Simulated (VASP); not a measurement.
# WF3 (P-3m1) in VASP: single point with PBE

Aim: the single point of WF3 with PBE.

Everything below comes from runs of VASP 6.6.1. Logs are shortened: lines on timing, memory, paths and dates and some standing lists are left out, and cuts for length are marked.

### 1 The cell of the first run

Symmetry: P-3m1, No. 164, trigonal system. Conventional cell: a = 3.684 Å, b = 3.684 Å, c = 4.103 Å, α = 90.00°, β = 90.00°, γ = 120.00°. Within 2.7 Å of W (site symmetry -3m) lie 8 F at 2.05 to 2.20 Å. F (site symmetry -3m) has 2 W at 2.05 Å and 6 F at 2.59 Å within 2.7 Å. F (site symmetry 3m) has 3 W at 2.20 Å and 6 F at 2.42 to 2.59 Å within 2.9 Å.

The cell was generated, and may not be a known phase.

### 2 Single point, PBE

Contents of INCAR:

```
  ALGO = Normal
  EDIFF = 1E-6
  ENCUT = 600
  GGA = PE
  GGA_COMPAT = F
  ISIF = 2
  ISMEAR = 0
  LASPH = T
  LCHARG = T
  LELF = T
  LREAL = F
  LVHAR = T
  LWAVE = F
  NBANDS = 26
  NELM = 120
  PREC = Accurate
  SIGMA = 0.2
```

Contents of KPOINTS:

```
k-points
0
Gamma
  5 5 5
```

Contents of POSCAR:

```
WF3
1.0
    3.6839876365      0.0000000000      0.0000000000
   -1.8419938183      3.1904268805      0.0000000000
    0.0000000000      0.0000000000      4.1028078172
W F
1 3
Direct
    0.0000000000      0.0000000000      0.5000000000
    0.0000000000      0.0000000000      0.0000000000
    0.3333333333      0.6666666667      0.6406035144
    0.6666666667      0.3333333333      0.3593964856
```

Potentials or basis: VASP PAW PBE potentials, release 64 (W_sv, F).

Run with:

```console
$ cat potpaw_PBE.64/W_sv/POTCAR potpaw_PBE.64/F/POTCAR > POTCAR
$ mpirun -np 1 vasp_std > vasp.out
```

OUTCAR:

```text
EDIFF = 1E-6
   ENCUT = 600
   GGA = PE
   ISIF = 2
   ISMEAR = 0
   LASPH = T
   LREAL = F
   NELM = 120
   PREC = Accurate

 ion  position               nearest neighbor table
   1  0.000  0.000  0.500-   2 2.05   2 2.05   4 2.20   3 2.20   4 2.20   3 2.20   4 2.20   3 2.20

   2  0.000  0.000  0.000-   1 2.05   1 2.05
   3  0.333  0.667  0.641-   1 2.20   1 2.20   1 2.20
   4  0.667  0.333  0.359-   1 2.20   1 2.20   1 2.20

  LATTYP: Found a hexagonal cell.
 ALAT       =     3.6839876365
 C/A-ratio  =     1.1136866412

  Lattice vectors:

 A1 = (   3.6839876365,   0.0000000000,   0.0000000000)
 A2 = (  -1.8419938183,   3.1904268805,   0.0000000000)
 A3 = (   0.0000000000,   0.0000000000,   4.1028078172)

Analysis of symmetry for initial positions (statically):
=====================================================================
 Subroutine PRICEL returns:
 Original cell was already a primitive cell.

 Routine SETGRP: Setting up the symmetry group for a
 hexagonal supercell.

 Subroutine GETGRP returns: Found 12 space group operations
 (whereof 12 operations were pure point group operations)
 out of a pool of 24 trial point group operations.

The static configuration has the point symmetry D_3d.

Analysis of symmetry for dynamics (positions and initial velocities):
=====================================================================
 Subroutine PRICEL returns:
 Original cell was already a primitive cell.

 Routine SETGRP: Setting up the symmetry group for a
 hexagonal supercell.

 Subroutine GETGRP returns: Found 12 space group operations
 (whereof 12 operations were pure point group operations)
 out of a pool of 24 trial point group operations.

The dynamic configuration has the point symmetry D_3d.

 Subroutine INISYM returns: Found 12 space group operations
 (whereof 12 operations are pure point group operations),
 and found     1 'primitive' translations

----------------------------------------------------------------------------------------

                                     Primitive cell

  volume of cell :      48.2223

  direct lattice vectors                    reciprocal lattice vectors
     3.683987636  0.000000000  0.000000000     0.271444993  0.156718840  0.000000000
    -1.841993818  3.190426881  0.000000000     0.000000000  0.313437680  0.000000000
     0.000000000  0.000000000  4.102807817     0.000000000  0.000000000  0.243735521

  length of vectors
     3.683987636  3.683987637  4.102807817     0.313437680  0.313437680  0.243735521

  position of ions in fractional coordinates (direct lattice)
     0.000000000  0.000000000  0.500000000
     0.000000000  0.000000000  0.000000000
     0.333333333  0.666666667  0.640603514
     0.666666667  0.333333333  0.359396486

  ion indices of the primitive-cell ions
   primitive index   ion index
                 1           1
                 2           2
                 3           3
                 4           4

----------------------------------------------------------------------------------------

 KPOINTS: k-points

Automatic generation of k-mesh.
 Grid dimensions read from file:
 generate k-points for:    5    5    5

 Generating k-lattice:

  Cartesian coordinates                     Fractional coordinates (reciprocal lattice)
     0.054288999  0.031343768  0.000000000     0.200000000 -0.000000000  0.000000000
     0.000000000  0.062687536  0.000000000     0.000000000  0.200000000  0.000000000
     0.000000000  0.000000000  0.048747104     0.000000000  0.000000000  0.200000000

  Length of vectors
     0.062687536  0.062687536  0.048747104

  Shift w.r.t. Gamma in fractional coordinates (k-lattice)
     0.000000000  0.000000000  0.000000000

 Subroutine IBZKPT returns following result:
 ===========================================

 Found     19 irreducible k-points:

 Following reciprocal coordinates:
            Coordinates               Weight
  0.000000  0.000000  0.000000      1.000000
  0.200000 -0.000000  0.000000      6.000000
  0.400000 -0.000000  0.000000      6.000000
  0.200000  0.200000  0.000000      6.000000
  0.400000  0.200000  0.000000      6.000000
  0.000000  0.000000  0.200000      2.000000
[... 11 lines left out ...]
  0.200000  0.200000  0.400000     12.000000
  0.400000  0.200000  0.400000     12.000000
   k-points           NKPTS =     19   k-points in BZ     NKDIM =     19   number of bands    NBANDS=     26
   number of dos      NEDOS =    301   number of ions     NIONS =      4
   total plane-waves  NPLWV =  32400
   dimension x,y,z NGX =    30 NGY =   30 NGZ =   36
   dimension x,y,z NGXF=    60 NGYF=   60 NGZF=   72
   ions per type =               1   3
   NGX,Y,Z   is equivalent  to a cutoff of  13.54, 13.54, 14.59 a.u.
   NGXF,Y,Z  is equivalent  to a cutoff of  27.08, 27.08, 29.17 a.u.
 SYSTEM =  unknown system
   PREC   = accura    normal or accurate (medium, high low for compatibility)
   ISTART =      0    job   : 0-new  1-cont  2-samecut
   ICHARG =      2    charge: 1-file 2-atom 10-const
   ISPIN  =      1    spin polarized calculation?
   LNONCOLLINEAR =      F non collinear calculations
   LSORBIT =      F    spin-orbit coupling
   LASPH  =      T    aspherical Exc in radial PAW
   ENCUT  =  600.0 eV  44.10 Ry    6.64 a.u.   7.36  7.36  8.19*2*pi/ulx,y,z
   NELM   =    120;   NELMIN=  2; NELMDL= -5     # of ELM steps
   EDIFF  = 0.1E-05   stopping-criterion for ELM
   LREAL  =      F    real-space projection
   EDIFFG = 0.1E-04   stopping-criterion for IOM
   NSW    =      0    number of steps for IOM
   IBRION =     -1    ionic relax: 0-MD 1-quasi-New 2-CG
   NFREE  =      0    steps in history (QN), initial steepest desc. (CG)
   ISIF   =      2    stress and relaxation
   ISYM   =      2    0-nonsym 1-usesym 2-fastsym
   POTIM  = 0.5000    time-step for ionic-motion
   TEBEG  =    0.0;   TEEND  =   0.0 temperature during run
   PSTRESS=    0.0 pullay stress
   NELECT =      35.0000    total number of electrons
   NUPDOWN=      -1.0000    fix difference up-down
   EMIN   =  10.00;   EMAX   =-10.00  energy-range for DOS
   EFERMI =   0.00;   METHOD = LEGACY
   ISMEAR =     0;   SIGMA  =   0.20  broadening in eV -4-tet -1-fermi 0-gaus
   EFERMI_NEDOS =   21; number of points for ismear=-14 and -15
   IALGO  =     38    algorithm
   IMIX   =      4    mixing-type and parameters
     AMIX     =   0.40;   BMIX     =  1.00
     AMIX_MAG =   1.60;   BMIX_MAG =  1.00
  volume/ion in A,a.u.               =      12.06        81.36
  Fermi-wavevector in a.u.,A,eV,Ry     =   1.471233  2.780227 29.450173  2.164527
  Thomas-Fermi vector in A             =   2.586394
   LORBIT       =      0    0 simple, 1 ext, 2 COOP (PROOUT), +10 PAW based schemes
   GGA     = PE    functional components
   LHFCALC =     F    Hartree Fock is set to
   AEXX    =    0.0000 exact exchange contribution
   IVDW    =     0    specifies the selected vdW correction
   LEPSILON=     F    determine dielectric tensor
   LRPA    =     F    only Hartree local field effects (RPA)
 non-spin polarized calculation
 Gauss-broadening in eV      SIGMA  =   0.20
  energy-cutoff  :      600.00
  volume of cell :       48.22
 maximum number of plane-waves:      1648
 NGX is ok and might be reduce to    30
   NGX = 15   NGY = 15   NGZ = 17

 number of electron      35.0000003 magnetization

 Free energy of the ion-electron system (eV)
  ---------------------------------------------------
  ext. energy  EPLUGINS =         0.00000000
  ---------------------------------------------------
  free energy    TOTEN  =       -24.46978578 eV

  energy without entropy =      -24.38674393  energy(sigma->0) =      -24.42826485

 E-fermi :   5.9462     XC(G=0): -10.6822

 val. band max:        5.9433656301   @ k =   0.0000   0.4000   0.4000
 cond. band min:       5.9573996271   @ k =   0.2000   0.2000   0.4000
 fundamental gap:      0.0140339970
 Fermi energy:         5.9462370768

 k-point     1 :       0.0000    0.0000    0.0000
  band No.  band energies     occupation
      1     -69.8254      2.00000
      2     -34.0505      2.00000
      3     -34.0505      2.00000
      4     -33.9742      2.00000
      5     -21.3618      2.00000
      6     -19.9895      2.00000
[... 18 lines left out ...]
     25      18.8620      0.00000
     26      18.8620      0.00000

 k-point     2 :       0.2000   -0.0000    0.0000
  band No.  band energies     occupation
      1     -69.8246      2.00000
      2     -34.0963      2.00000
      3     -34.0578      2.00000
      4     -33.9692      2.00000
      5     -21.1384      2.00000
      6     -20.1274      2.00000
[... 18 lines left out ...]
     25      18.4996      0.00000
     26      18.9419      0.00000

 k-point     3 :       0.4000   -0.0000    0.0000
  band No.  band energies     occupation
      1     -69.8234      2.00000
      2     -34.1689      2.00000
      3     -34.0696      2.00000
      4     -33.9611      2.00000
      5     -20.7026      2.00000
      6     -20.3866      2.00000
[... 18 lines left out ...]
     25      18.2687      0.00000
     26      19.0424      0.00000

 k-point     4 :       0.2000    0.2000    0.0000
  band No.  band energies     occupation
      1     -69.8236      2.00000
      2     -34.1421      2.00000
      3     -34.0807      2.00000
      4     -33.9627      2.00000
      5     -20.8118      2.00000
      6     -20.3120      2.00000
[... 18 lines left out ...]
     25      18.3134      0.00000
     26      19.1969      0.00000

 k-point     5 :       0.4000    0.2000    0.0000
  band No.  band energies     occupation
      1     -69.8230      2.00000
      2     -34.1629      2.00000
      3     -34.1018      2.00000
      4     -33.9587      2.00000
      5     -20.5035      2.00000
      6     -20.4986      2.00000
[... 18 lines left out ...]
     25      19.0057      0.00000
     26      19.8191      0.00000

 k-point     6 :       0.0000    0.0000    0.2000
  band No.  band energies     occupation
      1     -69.8253      2.00000
      2     -34.0500      2.00000
      3     -34.0500      2.00000
      4     -33.9990      2.00000
      5     -21.3145      2.00000
      6     -20.0846      2.00000
[... 282 lines left out ...]
 k-point    16 :       0.4000   -0.0000    0.4000
  band No.  band energies     occupation
      1     -69.8231      2.00000
      2     -34.1674      2.00000
      3     -34.0684      2.00000
      4     -34.0244      2.00000
      5     -20.6477      2.00000
      6     -20.3988      2.00000
[... 18 lines left out ...]
     25      17.4285      0.00000
     26      19.1553      0.00000

 k-point    17 :       0.0000    0.4000    0.4000
  band No.  band energies     occupation
      1     -69.8231      2.00000
      2     -34.1674      2.00000
      3     -34.0684      2.00000
      4     -34.0244      2.00000
      5     -20.6497      2.00000
      6     -20.3984      2.00000
[... 18 lines left out ...]
     25      16.2826      0.00000
     26      18.8235      0.00000

 k-point    18 :       0.2000    0.2000    0.4000
  band No.  band energies     occupation
      1     -69.8233      2.00000
      2     -34.1406      2.00000
      3     -34.0795      2.00000
      4     -34.0260      2.00000
      5     -20.7418      2.00000
      6     -20.3409      2.00000
[... 18 lines left out ...]
     25      17.6772      0.00000
     26      18.6061      0.00000

 k-point    19 :       0.4000    0.2000    0.4000
  band No.  band energies     occupation
      1     -69.8227      2.00000
      2     -34.1614      2.00000
      3     -34.1005      2.00000
      4     -34.0219      2.00000
      5     -20.4921      2.00000
      6     -20.4898      2.00000
[... 18 lines left out ...]
     25      16.1003      0.00000
     26      17.8631      0.00000

------------------------ aborting loop because EDIFF is reached ----------------------------------------

  FORCE on cell =-STRESS in cart. coord.  units (eV):
  Direction    XX          YY          ZZ          XY          YZ          ZX
  --------------------------------------------------------------------------------------
  -------------------------------------------------------------------------------------
  Total        0.2457499      0.2457499      0.3269718     -0.0000000     -0.0000000     -0.0000000
  in kB        8.1649919      8.1649919     10.8635731     -0.0000000     -0.0000000     -0.0000000
  external PRESSURE =       9.0645190 kB  Pullay stress =       0.0000000 kB

 VOLUME and BASIS-vectors are now :
 -----------------------------------------------------------------------------
  energy-cutoff  :      600.00
  volume of cell :       48.22
      direct lattice vectors                 reciprocal lattice vectors
     3.683987636  0.000000000  0.000000000     0.271444993  0.156718840  0.000000000
    -1.841993818  3.190426881  0.000000000     0.000000000  0.313437680  0.000000000
     0.000000000  0.000000000  4.102807817     0.000000000  0.000000000  0.243735521

 POSITION                                       TOTAL-FORCE (eV/Angst)
 -----------------------------------------------------------------------------------
      0.00000      0.00000      2.05140         0.000000      0.000000      0.000000
      0.00000      0.00000      0.00000         0.000000      0.000000      0.000000
     -0.00000      2.12695      2.62827         0.000000     -0.000000      0.034795
      1.84199      1.06348      1.47453        -0.000000      0.000000     -0.034795
 -----------------------------------------------------------------------------------
    total drift:                                0.000000     -0.000000     -0.000000

  FREE ENERGIE OF THE ION-ELECTRON SYSTEM (eV)
  ---------------------------------------------------
  free  energy   TOTEN  =       -24.4697857773 eV

  energy  without entropy=      -24.3867439298  energy(sigma->0) =      -24.42826485
```

It took 54 s on 1 thread of Intel Xeon 8259CL, shared host; peak memory 0.19 GiB.

What came out:

```
Free energy            : -24.4698 eV
Pressure               : 0.9 GPa
Largest force          : 0.035 eV/Å
Band gap on the k mesh : zero (an odd number of electrons rules out a gap without spin polarisation)
```

Forces in eV/Å, atoms in the order of the input:
```
W    0.000  0.000  0.000
F    0.000  0.000  0.000
F    0.000  0.000  0.035
F    0.000  0.000 -0.035
```

Caveat: the k points lie up to 0.39 Å⁻¹ apart, too coarse for converged energies and pressures of a metal; spin-orbit coupling is left out, which moves the levels of the heavy elements; an odd number of electrons without spin polarisation forces a metal; a magnetic or distorted state may lie lower.
